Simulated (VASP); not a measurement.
A run of VASP 6.6.1 is set up as follows.

Contents of INCAR:

```
SYSTEM = MgRe3
PREC = Accurate
ENCUT = 520
EDIFF = 1E-7
ISMEAR = 0
SIGMA = 0.15
LREAL = .FALSE.
LASPH = .TRUE.
NELM = 100
ALGO = Normal
ISIF = 2
LWAVE = .FALSE.
LCHARG = .TRUE.
GGA = PE
LELF = .TRUE.
LVHAR = .TRUE.
NBANDS = 20
```

The input KPOINTS:

```
regular mesh
0
G
  14 14 14
  0 0 0
```

POSCAR

```
MgRe3
1.0
    0.0000000000      3.1128587139      3.1128587139
    3.1128587139      0.0000000000      3.1128587139
    3.1128587139      3.1128587139      0.0000000000
Mg Re
1 3
Direct
   -0.0321248117      0.0321248117     -0.0321248117
    0.2500000000      0.2500000000      0.2500000000
    0.5000000000      0.5000000000      0.5000000000
    0.7500000000      0.7500000000      0.7500000000
```

Potentials or basis: VASP PAW PBE potentials, release 64 (Mg, Re).

Command:

```bash
$ cat potpaw_PBE.64/Mg/POTCAR potpaw_PBE.64/Re/POTCAR > POTCAR
$ mpirun -np 1 vasp_std > vasp.out
```

Estimate the pressure.

0.7 GPa.

Estimate the band gap on the k mesh.

zero (an odd number of electrons rules out a gap without spin polarisation).

Estimate the largest force.

2.157 eV/Å.

Forces in eV/Å, atoms in the order of the input:
```
Mg   0.000  2.157  0.000
Re   0.000 -0.881  0.000
Re   0.000 -0.396  0.000
Re   0.000 -0.881  0.000
```

Caveat: the cell differs from its parent crystal (all Mg atoms moved -0.200 Å, as atom 1 along Cartesian [0 1 0]); spin-orbit coupling is left out, which moves the levels of the heavy elements; forces of over 1 eV/Å act on the atoms, so gaps and moduli don't describe the material at rest.
